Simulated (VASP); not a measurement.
A run of VASP 6.6.1 is set up as follows.

The input INCAR:

```
SYSTEM = FeSi
  PREC = Accurate
  ENCUT = 600
  EDIFF = 1E-7
  ISMEAR = 0
  SIGMA = 0.02
  LREAL = .FALSE.
  LASPH = .TRUE.
  NELM = 120
  ALGO = Normal
  ISIF = 3
  LWAVE = .FALSE.
  LCHARG = .FALSE.
  IBRION = 2
  NSW = 80
  EDIFFG = -0.003
  PSTRESS = 800.0
  GGA_COMPAT = .FALSE.
  NELMIN = 4
```

The input KPOINTS:

```
regular mesh
0
G
  8 8 8
  0 0 0
```

The input POSCAR:

```
FeSi
1.0
    4.1652840699      0.0000000000      0.0000000000
    0.0000000000      4.1652840699      0.0000000000
    0.0000000000      0.0000000000      4.1652840699
Fe Si
4 4
Direct
    0.1415644525      0.1415644525      0.1415644525
    0.3584355475      0.8584355475      0.6415644525
    0.6415644525      0.3584355475      0.8584355475
    0.8584355475      0.6415644525      0.3584355475
    0.8430148682      0.8430148682      0.8430148682
    0.6569851318      0.1569851318      0.3430148682
    0.3430148682      0.6569851318      0.1569851318
    0.1569851318      0.3430148682      0.6569851318
```

Potentials or basis: VASP PAW LDA potentials, release 64 (Fe, Si).

Command:

```sh
$ cat potpaw_LDA.64/Fe/POTCAR potpaw_LDA.64/Si/POTCAR > POTCAR
$ mpirun -np 1 vasp_std > vasp.out
```

(1) Estimate the space group after relaxing (to 0.1 Å).

(2) What does it give for the relaxed volume?

## Answers

(1) P2_13 (No. 198).

(2) 8.56 Å³/atom.

Caveat: the cell is relaxed towards a set pressure, so the run minimises the enthalpy, not the energy.
